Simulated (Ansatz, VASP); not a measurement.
One calculation of Fe, two programs

The input INCAR:

```
SYSTEM = Fe
PREC     = Accurate       ! precision mode
ENCUT    = 600            ! plane-wave cutoff, eV
EDIFF    = 1E-6           ! SCF threshold, eV
ISMEAR   = 0              ! smearing method
SIGMA    = 0.1            ! smearing width, eV
LREAL    = .False.        ! projectors in reciprocal space
LASPH    = .True.         ! aspherical terms in the spheres
NELM     = 200            ! most SCF steps
ALGO     = Normal         ! electronic algorithm
ISIF     = 2              ! what is computed and relaxed
LWAVE    = .False.        ! write WAVECAR
LCHARG   = .False.        ! write CHGCAR
ISPIN    = 2              ! spin polarisation
MAGMOM   = 4              ! initial moments
LORBIT   = 11             ! projections on sites
LMAXMIX  = 4              ! l up to which the mixer works
GGA      = PS             ! functional
NBANDS   = 14             ! bands
GGA_COMPAT= .False.
```

KPOINTS

```
Automatic mesh
0
Gamma
  8 8 8
  0 0 0
```

The input POSCAR:

```
Fe
1.0
   -1.4315177495      1.4315177495      1.4315177495
    1.4315177495     -1.4315177495      1.4315177495
    1.4315177495      1.4315177495     -1.4315177495
Fe
1
Direct
    0.0000000000      0.0000000000      0.0000000000
```

Input for Ansatz:

```yaml
crystal:
  lattice:
    - [-1.4315177495, 1.4315177495, 1.4315177495]
    - [1.4315177495, -1.4315177495, 1.4315177495]
    - [1.4315177495, 1.4315177495, -1.4315177495]
  atoms:
    - { symbol: Fe, position: [0.0, 0.0, 0.0], spin: 4.0 }
basis:
  ecutwfc: 420
kpoints:
  mp_grid: { grid: [8, 8, 8] }
hamiltonian:
  xc: pbesol
scf:
  occupations: { method: gaussian, width: 0.1 }
  lower_state_search: "off"
output:
  forces: true
  stress: true
  eigenvalues: true
  populations: true
magnetization:
  spin_polarized: true
```

Alike in both runs: task single point; functional PBEsol; k mesh 8 × 8 × 8; occupations gaussian, width 0.1 eV; collinear spin.

```csv
,VASP,Ansatz
version,VASP 6.6.1,Ansatz 0.2.0
potentials or method,"VASP PAW PBE potentials, release 64 (Fe), cutoff 600 eV","scalar-relativistic, plane waves, PAW"
valence electrons in the cell,8,16
```

Ansatz gave:

```
gap on the k mesh at the Fermi level (eV)                     : none
pressure (GPa)                                                : -12.0
net moment per atom (μB)                                      : 2.35
size of the moment on the site where the two differ most (μB) : 2.40
```

Task: What did VASP give for the same quantities?

Result: gap on the k mesh at the Fermi level (eV): none; pressure (GPa): -12.1; net moment per atom (μB): 2.35; size of the moment on the site where the two differ most (μB): 2.35.

VASP's potentials were made for PBE, not for PBEsol. Site moments also hang on the region over which each program counts them. A gap of «none» marks a metal or a gap that the smearing closes. The functional is the same, so the differences come from potentials, cutoffs and numerics. VASP's potentials hold 8 valence electrons a cell and Ansatz's 16, so a difference there can come from the potentials and not from the codes.

The k mesh is coarse, so the values compare programs but aren't converged.
